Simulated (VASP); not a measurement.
# Be2Te (P4_2/mnm) in VASP: notebook, part 2 of 2

VASP 6.6.1. Earlier steps stand in the parts before.

### 3 Relaxation of cell and atoms, PBE

This run uses another cell than the first one, of 21.41 Å³/atom, 1.257 times its volume.

Contents of INCAR:

```
SYSTEM = Be2Te
PREC = Accurate
ENCUT = 600
EDIFF = 1E-6
ISMEAR = 0
SIGMA = 0.1
LREAL = .FALSE.
LASPH = .TRUE.
NELM = 60
ALGO = Fast
ISIF = 3
LWAVE = .FALSE.
LCHARG = .FALSE.
GGA = PE
IBRION = 2
NSW = 100
EDIFFG = -0.01
```

Contents of KPOINTS:

```
Automatic mesh
0
G
  6 6 10
  0 0 0
```

Contents of POSCAR:

```
Be2Te
1.0
    5.8235911600      0.0000000000      0.0000000000
    0.0000000000      5.8235911600      0.0000000000
    0.0000000000      0.0000000000      3.7879342043
Be Te
4 2
Direct
    0.2970049651      0.2970049651      0.0000000000
    0.2029950349      0.7970049651      0.5000000000
    0.7029950349      0.7029950349      0.0000000000
    0.7970049651      0.2029950349      0.5000000000
    0.0000000000      0.0000000000      0.0000000000
    0.5000000000      0.5000000000      0.5000000000
```

Potentials or basis: VASP PAW PBE potentials, release 64 (Be, Te).

The run is started by

```
$ cat potpaw_PBE.64/Be/POTCAR potpaw_PBE.64/Te/POTCAR > POTCAR
$ mpirun -np 1 vasp_std > vasp.out
```

OUTCAR:

```text
SYSTEM = Be2Te
   PREC = Accurate
   ENCUT = 600
   EDIFF = 1E-6
   ISMEAR = 0
   LREAL = .FALSE.
   LASPH = .TRUE.
   NELM = 60
   ISIF = 3
   GGA = PE
   IBRION = 2
   NSW = 100
   EDIFFG = -0.01

 ion  position               nearest neighbor table
   1  0.297  0.297  0.000-   5 2.45   6 2.53   6 2.53
   2  0.203  0.797  0.500-   6 2.45   5 2.53   5 2.53
   3  0.703  0.703  0.000-   5 2.45   6 2.53   6 2.53
   4  0.797  0.203  0.500-   6 2.45   5 2.53   5 2.53
   5  0.000  0.000  0.000-   1 2.45   3 2.45   2 2.53   4 2.53   2 2.53   4 2.53
   6  0.500  0.500  0.500-   2 2.45   4 2.45   3 2.53   1 2.53   1 2.53   3 2.53

  LATTYP: Found a simple tetragonal cell.
 ALAT       =     5.8235911600
 C/A-ratio  =     0.6504464514

  Lattice vectors:

 A1 = (   5.8235911600,   0.0000000000,   0.0000000000)
 A2 = (   0.0000000000,   5.8235911600,   0.0000000000)
 A3 = (   0.0000000000,   0.0000000000,   3.7879342043)

Analysis of symmetry for initial positions (statically):
=====================================================================
 Subroutine PRICEL returns:
 Original cell was already a primitive cell.

 Routine SETGRP: Setting up the symmetry group for a
 simple tetragonal supercell.

 Subroutine GETGRP returns: Found 16 space group operations
 (whereof  8 operations were pure point group operations)
 out of a pool of 16 trial point group operations.

The static configuration has the point symmetry D_2h.
 The point group associated with its full space group is D_4h.

Analysis of symmetry for dynamics (positions and initial velocities):
=====================================================================
 Subroutine PRICEL returns:
 Original cell was already a primitive cell.

 Routine SETGRP: Setting up the symmetry group for a
 simple tetragonal supercell.

 Subroutine GETGRP returns: Found 16 space group operations
 (whereof  8 operations were pure point group operations)
 out of a pool of 16 trial point group operations.

The dynamic configuration has the point symmetry D_2h.
 The point group associated with its full space group is D_4h.

[... 153 lines left out ...]
  ext. energy  EPLUGINS =         0.00000000
  ---------------------------------------------------
  free energy    TOTEN  =       -14.92581533 eV

  energy without entropy =      -14.90592581  energy(sigma->0) =      -14.91587057

------------------------ aborting loop because EDIFF is reached ----------------------------------------

  FORCE on cell =-STRESS in cart. coord.  units (eV):
  Direction    XX          YY          ZZ          XY          YZ          ZX
  --------------------------------------------------------------------------------------
  -------------------------------------------------------------------------------------
  Total        0.4303233      0.4303233     -0.2069916      0.0000000      0.0000000      0.0000000
  in kB        5.3668721      5.3668721     -2.5815416      0.0000000      0.0000000      0.0000000
  external PRESSURE =       2.7174009 kB  Pullay stress =       0.0000000 kB
[... 187 lines left out ...]
--------------------------------------- Ionic step        6  -------------------------------------------

 number of electron      20.0000000 magnetization

 Free energy of the ion-electron system (eV)
  ---------------------------------------------------
  ext. energy  EPLUGINS =         0.00000000
  ---------------------------------------------------
  free energy    TOTEN  =       -14.92945810 eV

  energy without entropy =      -14.91031693  energy(sigma->0) =      -14.91988751

 E-fermi :   4.9856     XC(G=0):  -8.6961

 val. band max:        4.9761242937   @ k =   0.3333   0.3333   0.2000
 cond. band min:       5.0023496621   @ k =   0.3333   0.0000   0.4000
 fundamental gap:      0.0262253684
 Fermi energy:         4.9856211177

 k-point     1 :       0.0000    0.0000    0.0000
  band No.  band energies     occupation
      1      -8.6473      2.00000
      2      -7.9855      2.00000
      3      -1.3378      2.00000
      4      -1.3378      2.00000
      5       0.6190      2.00000
      6       0.6190      2.00000
      7       1.6016      2.00000
      8       2.9429      2.00000
      9       2.9501      2.00000
     10       3.8113      2.00000
     11       4.2770      2.00000
     12       6.3796      0.00000
     13       6.5964      0.00000
     14       7.4078      0.00000
[... 377 lines left out ...]
      1      -8.0795      2.00000
      2      -8.0795      2.00000
      3      -0.7631      2.00000
      4      -0.7631      2.00000
      5      -0.2862      2.00000
      6      -0.2862      2.00000
      7       0.4669      2.00000
      8       0.4669      2.00000
      9       5.2922      0.00001
     10       5.2922      0.00001
     11       5.7209      0.00000
     12       5.7209      0.00000
     13       6.8344      0.00000
     14       6.8344      0.00000

 [... further k-points ...]

------------------------ aborting loop because EDIFF is reached ----------------------------------------

  FORCE on cell =-STRESS in cart. coord.  units (eV):
  Direction    XX          YY          ZZ          XY          YZ          ZX
  --------------------------------------------------------------------------------------
  -------------------------------------------------------------------------------------
  Total        0.0048832      0.0048832      0.0082647     -0.0000000      0.0000000      0.0000000
  in kB        0.0603672      0.0603672      0.1021694     -0.0000000      0.0000000      0.0000000
  external PRESSURE =       0.0743013 kB  Pullay stress =       0.0000000 kB
[... 21 lines left out ...]
  FREE ENERGIE OF THE ION-ELECTRON SYSTEM (eV)
  ---------------------------------------------------
  free  energy   TOTEN  =       -14.9294580961 eV

  energy  without entropy=      -14.9103169290  energy(sigma->0) =      -14.91988751

 reached required accuracy - stopping structural energy minimisation
```

CONTCAR:

```text
Be2Te
   1.00000000000000
     5.8612448758057578   -0.0000000000000000    0.0000000000000000
    -0.0000000000000000    5.8612448758057578    0.0000000000000000
     0.0000000000000000    0.0000000000000000    3.7725678854823887
  Be              Te
     4     2
Direct
     0.2976835745126071    0.2976835745126071    0.0000000000000000
     0.2023164254873929    0.7976835745126071    0.5000000000000000
     0.7023164254873929    0.7023164254873929    0.0000000000000000
     0.7976835745126071    0.2023164254873929    0.5000000000000000
     0.0000000000000000    1.0000000000000000    0.0000000000000000
     0.5000000000000000    0.5000000000000000    0.5000000000000000

  0.00000000E+00  0.00000000E+00  0.00000000E+00
  0.00000000E+00  0.00000000E+00  0.00000000E+00
  0.00000000E+00  0.00000000E+00  0.00000000E+00
  0.00000000E+00  0.00000000E+00  0.00000000E+00
  0.00000000E+00  0.00000000E+00  0.00000000E+00
  0.00000000E+00  0.00000000E+00  0.00000000E+00
```

Wall time 6.6 min (1 thread of Intel Xeon Platinum 8488C (Sapphire Rapids), shared host); peak memory 0.34 GiB.

What came out:

```
Free energy                            : -14.9295 eV
Relaxed volume                         : 21.60 Å³/atom
Relaxed cell                           : a = 5.861 Å, b = 5.861 Å, c = 3.773 Å, α = 90.00°, β = 90.00°, γ = 90.00°
Space group after relaxing (to 0.05 Å) : P4_2/mnm (No. 136)
Energy gained by relaxing              : 0.6 meV/atom
Ionic steps                            : 6
Pressure after relaxing                : 0.0 GPa
Largest force after relaxing           : 0.003 eV/Å
Band gap on the k mesh                 : zero (band 10 reaches 5.42 eV, above the bottom of band 11 at 4.28 eV)
```

Forces on the atoms (eV/Å):
```
Be   0.002  0.002  0.000
Be  -0.002  0.002  0.000
Be  -0.002 -0.002  0.000
Be   0.002 -0.002  0.000
Te   0.000  0.000  0.000
Te   0.000  0.000  0.000
```

Step by step:
| step | energy change (eV) | largest force (eV/Å) | pressure (GPa) | volume (Å³) |
| --- | --- | --- | --- | --- |
| 1 | 0.0000 | 0.0538 | 0.27 | 128.46 |
| 2 | -0.0027 | 0.0300 | 0.11 | 129.14 |
| 3 | -0.0036 | 0.0072 | -0.07 | 129.83 |
| 4 | -0.0036 | 0.0084 | -0.07 | 129.80 |
| 5 | -0.0036 | 0.0093 | -0.06 | 129.77 |
| 6 | -0.0036 | 0.0032 | 0.01 | 129.60 |

Final structure:
```cif
data_structure
_symmetry_space_group_name_H-M 'P 1'
_symmetry_Int_Tables_number 1
_cell_length_a 5.8612
_cell_length_b 5.8612
_cell_length_c 3.7726
_cell_angle_alpha 90.000
_cell_angle_beta 90.000
_cell_angle_gamma 90.000
_cell_volume 129.60
loop_
_atom_site_label
_atom_site_type_symbol
_atom_site_fract_x
_atom_site_fract_y
_atom_site_fract_z
_atom_site_occupancy
Be1 Be 0.29768 0.29768 0.00000 1
Be2 Be 0.20232 0.79768 0.50000 1
Be3 Be 0.70232 0.70232 0.00000 1
Be4 Be 0.79768 0.20232 0.50000 1
Te1 Te 0.00000 0.00000 0.00000 1
Te2 Te 0.50000 0.50000 0.50000 1
```

Caveat: spin-orbit coupling is left out, which moves the levels of the heavy elements.
